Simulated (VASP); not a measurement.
Write the native input for VASP 6.6.1 that does the following.

```yaml
Task: single point
Functional: LDA
Potentials_or_basis: VASP PAW LDA potentials, release 64 (Mg, O, Fe)
Cutoff: 520 eV
k_mesh: 1 × 2 × 2
Occupations: gaussian, width 0.01 eV
Spin: collinear spin
Starting_moments: "[0.0, 0.0, 0.0, 0.0, 0.0, 0.0, 0.0, 0.0, 0.0, 0.06, 0.06, 0.08, 0.01, 0.08, 0.01, 3.31] μB"
Dipole_correction: no
Further_INCAR_settings: LREAL = Auto; ALGO = Normal; EDIFF = 1e-06; NBANDS = 53
```

The structure of Mg7FeO8 (a cell with a defect) lies in POSCAR:

```
Mg7FeO8
1.0
    8.5500000000      0.0000000000      0.0000000000
    0.0000000000      4.2750000000      0.0000000000
    0.0000000000      0.0000000000      4.2750000000
Mg O Fe
7 8 1
Direct
    0.0000000000      0.0000000000      0.0000000000
    0.5000000000      0.0000000000      0.0000000000
    0.5000000000      0.5000000000      0.5000000000
    0.2500000000      0.0000000000      0.5000000000
    0.7500000000      0.0000000000      0.5000000000
    0.2500000000      0.5000000000      0.0000000000
    0.7500000000      0.5000000000      0.0000000000
    0.2500000000      0.0000000000      0.0000000000
    0.7500000000      0.0000000000      0.0000000000
    0.2500000000      0.5000000000      0.5000000000
    0.7500000000      0.5000000000      0.5000000000
    0.0000000000      0.0000000000      0.5000000000
    0.5000000000      0.0000000000      0.5000000000
    0.0000000000      0.5000000000      0.0000000000
    0.5000000000      0.5000000000      0.0000000000
    0.0000000000      0.5000000000      0.5000000000
```

The input as run:

INCAR

```
ALGO     = Normal         # electronic algorithm
EDIFF    = 1E-6           # SCF threshold, eV
ENCUT    = 520            # plane-wave cutoff, eV
ISIF     = 2              # what is computed and relaxed
ISMEAR   = 0              # smearing method
ISPIN    = 2              # spin polarisation
LASPH    = T              # aspherical terms in the spheres
LCHARG   = F              # write CHGCAR
LMAXMIX  = 4              # l up to which the mixer works
LORBIT   = 11             # projections on sites
LREAL    = Auto         
LWAVE    = F              # write WAVECAR
MAGMOM   = 0 0 0 0 0 0 0 0 0 0.06 0.06 0.08 0.01 0.08 0.01 3.31 # initial moments
NBANDS   = 53             # bands
NELM     = 150            # most SCF steps
PREC     = Accurate       # precision mode
SIGMA    = 0.01           # smearing width, eV
```

KPOINTS

```
k-points
0
Gamma
  1 2 2
```

Potentials or basis: VASP PAW LDA potentials, release 64 (Mg, O, Fe).

The run is started by

```sh
$ cat potpaw_LDA.64/Mg/POTCAR potpaw_LDA.64/O/POTCAR potpaw_LDA.64/Fe/POTCAR > POTCAR
$ mpirun -np 1 vasp_std > vasp.out
```

It gave:

| Property | Result |
| --- | --- |
| Pressure | -14.3 GPa |
| Largest force | 0.662 eV/Å |
| Net moment | 3.50 μB per cell |
| Site moments | Mg -0.00, +0.01; O +0.00, +0.05, +0.07, +0.01; Fe +3.16 μB |
| Valence electrons inside the program's atomic spheres | Mg 0.39; O 5.04, 5.03, 5.00; Fe 6.88 |

Caveat: the k points lie up to 0.73 Å⁻¹ apart.

Wall time 54 s on 1 thread of Intel(R) Xeon(R) 6975P-C (Granite Rapids) (shared host), peak memory 0.23 GiB.
